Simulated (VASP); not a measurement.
Wanted: the native input for a VASP 6.6.1 run.

```
Task                   : single point
Functional             : r2SCAN
Potentials or basis    : VASP PAW PBE potentials, release 64 (Cs_sv, H)
Cutoff                 : 520 eV
k mesh                 : 6 × 6 × 4
Occupations            : gaussian, width 0.02 eV
Spin                   : no spin polarisation
Dipole correction      : no
Further INCAR settings : ALGO = Normal; EDIFF = 1e-06; NBANDS = 18
```

CsH:

```
Cs H
1.0
     3.12424    3.12424    0.00000
    -3.12424    3.12424    0.00000
     0.00000    0.00000    6.40164
Cs H
2 2
Direct
  0.00000 0.00000 0.00000
  0.50000 0.50000 0.50000
  0.50000 0.50000 0.00000
  0.00000 0.00000 0.50000
```

This cell differs from its parent crystal: biaxial strain in the a-b plane: -2.0 %, then relaxed in part.

These files were run (other wordings do the same):

POSCAR

```
CsH
1.0
    3.1242400000      3.1242400000      0.0000000000
   -3.1242400000      3.1242400000      0.0000000000
    0.0000000000      0.0000000000      6.4016366624
Cs H
2 2
Direct
    0.0000000000      0.0000000000      0.0000000000
    0.5000000000      0.5000000000      0.5000000000
    0.5000000000      0.5000000000      0.0000000000
    0.0000000000      0.0000000000      0.5000000000
```

INCAR.step1

```
ALGO = Normal
EDIFF = 1E-4
ENCUT = 520
GGA = PE
ISMEAR = 0
LASPH = T
LCHARG = F
LREAL = F
LWAVE = T
NBANDS = 18
NELM = 60
PREC = Accurate
SIGMA = 0.02
```

INCAR.step2

```
ALGO = Normal
EDIFF = 1E-6
ENCUT = 520
ISIF = 2
ISMEAR = 0
ISTART = 1
LASPH = T
LCHARG = F
LMIXTAU = T
LREAL = F
LWAVE = F
METAGGA = R2SCAN
NBANDS = 18
NELM = 60
PREC = Accurate
SIGMA = 0.02
```

KPOINTS

```
k-points
0
Gamma
  6 6 4
```

Potentials or basis: VASP PAW PBE potentials, release 64 (Cs_sv, H).

Command:

```bash
$ cat potpaw_PBE.64/Cs_sv/POTCAR potpaw_PBE.64/H/POTCAR > POTCAR
$ cp INCAR.step1 INCAR
$ mpirun -np 1 vasp_std > vasp.out
$ cp INCAR.step2 INCAR
$ mpirun -np 1 vasp_std > vasp.out
```

It gave:

```
Pressure               : 0.4 GPa
Band gap on the k mesh : 2.62 eV
```

Caveat: the cell differs from its parent crystal (biaxial strain in the a-b plane: -2.0 %, then relaxed in part); the PAW data sets were made with another functional, which shifts forces and pressure a little; spin-orbit coupling is left out, which moves the levels of the heavy elements.

Run time: 3 min on 1 thread of Intel(R) Xeon(R) 6975P-C (Granite Rapids), with other jobs on the host, peak memory 0.27 GiB.
